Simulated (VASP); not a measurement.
BiTe:

```
Bi Te
1.0
     0.00000    3.23500    3.23500
     3.23500    0.00000    3.23500
     3.23500    3.23500    0.00000
Bi Te
1 1
Cartesian
  0.0000 0.0000 0.0000
  3.2350 3.2350 3.2350
```

Base run:

```yaml
Program: VASP 6.6.1
Functional: PBE exchange alone
Potentials_or_basis: VASP PAW PBE potentials, release 64 (Bi_d, Te)
Cutoff: 520 eV
k_mesh: 5 × 5 × 5
Occupations: fermi-dirac, width 0.05 eV
Spin: non-collinear spin, zero start, spin-orbit coupling
Starting_moments: "[[0.0, 0.0, 0.0], [0.0, 0.0, 0.0]] μB"
```

Its results: pressure 11.2 GPa; net moment 0.00 μB per cell.

The run is repeated on the same cell with these changes: functional from PBE exchange alone to PBEsol; occupations from fermi-dirac, width 0.05 eV to gaussian, width 0.01 eV. What comes out?

Pressure 0.2 GPa; net moment 0.00 μB per cell.

Caveats: the cell stands under pressure (at least some runs); the PAW data sets were made with another functional, which shifts forces and pressure a little (at least some runs).
